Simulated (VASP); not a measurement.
TiTe2: single point with PBE+D3(BJ)

TiTe2:

```
Ti Te
1.0
     3.69692    0.00000    0.00000
    -1.84846    3.20163    0.00000
     0.00000    0.00000    6.38398
Ti Te
1 2
Direct
  0.00000 0.00000 0.00000
  0.66667 0.33333 0.27109
  0.33333 0.66667 0.72891
```

```yaml
Program: VASP 6.6.1
Task: single point
Functional: PBE
Dispersion: D3(BJ)
Potentials_or_basis: VASP PAW PBE potentials, release 64 (Ti_sv, Te)
Cutoff: 520 eV
k_mesh: 15 × 15 × 8
Occupations: gaussian, width 0.1 eV
Spin: no spin polarisation
Dipole_correction: no
Further_INCAR_settings: ALGO = Normal; EDIFF = 1e-07; NBANDS = 19
```

The pressure is 0.0 GPa. The largest force is 0.011 eV/Å and the band gap on the k mesh is zero (bands 12 and 13 overlap by 0.80 eV). The dispersion energy per atom is -0.522 eV.

Forces in eV/Å, atoms in the order of the input:
```
Ti   0.000  0.000  0.000
Te   0.000  0.000  0.011
Te   0.000  0.000 -0.011
```

Levels at points of the mesh, in eV from the Fermi level:
```tsv
k point	band 8	band 9	band 10	band 11	band 12	band 13	band 14	band 15	band 16	band 17
(0.00, 0.00, 0.00)	-1.62	-1.62	0.23	0.43	0.43	0.69	1.26	1.26	3.09	3.09
(0.00, 0.00, 0.50)	-3.04	-1.53	-1.53	0.42	0.42	0.84	0.84	1.08	3.65	3.65
```

It took 7.5 min on 1 thread of Intel Xeon 8259CL, with other jobs on the host, peak memory 0.4 GiB.

Caveat: spin-orbit coupling is left out, which moves the levels of the heavy elements.
